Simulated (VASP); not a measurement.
Here is a VASP 6.6.1 calculation.

The input INCAR:

```
SYSTEM = CdAu
ALGO = Fast ; EDIFF = 1E-6
ENCUT = 520 ; GGA = PS
ISIF = 2 ; ISMEAR = 0
LASPH = .True. ; LCHARG = .True.
LELF = .True. ; LREAL = .False.
LVHAR = .True. ; LWAVE = .False.
NBANDS = 18 ; NELM = 60
PREC = Accurate ; SIGMA = 0.15
```

Contents of KPOINTS:

```
k-points
0
Gamma
  18 18 12
  0 0 0
```

Contents of POSCAR:

```
CdAu
1.0
    2.9950888712      0.0000000000      0.0000000000
   -1.4975444356      2.5938230491      0.0000000000
    0.0000000000      0.0000000000      5.4585494678
Cd Au
1 1
Direct
    0.0000000000      0.0000000000      0.0000000000
    0.3333333333      0.6666666667      0.5000000000
```

Potentials or basis: VASP PAW PBE potentials, release 64 (Cd, Au).

Command:

```sh
$ cat potpaw_PBE.64/Cd/POTCAR potpaw_PBE.64/Au/POTCAR > POTCAR
$ mpirun -np 1 vasp_std > vasp.out
```

Question: What does it give for the pressure?

Answer: -9.9 GPa.

Stress tensor (GPa, compression positive):
```
 -9.65   0.00   0.00
  0.00  -9.65   0.00
  0.00   0.00 -10.36
```

Caveat: the PAW data sets were made with another functional, which shifts forces and pressure a little.
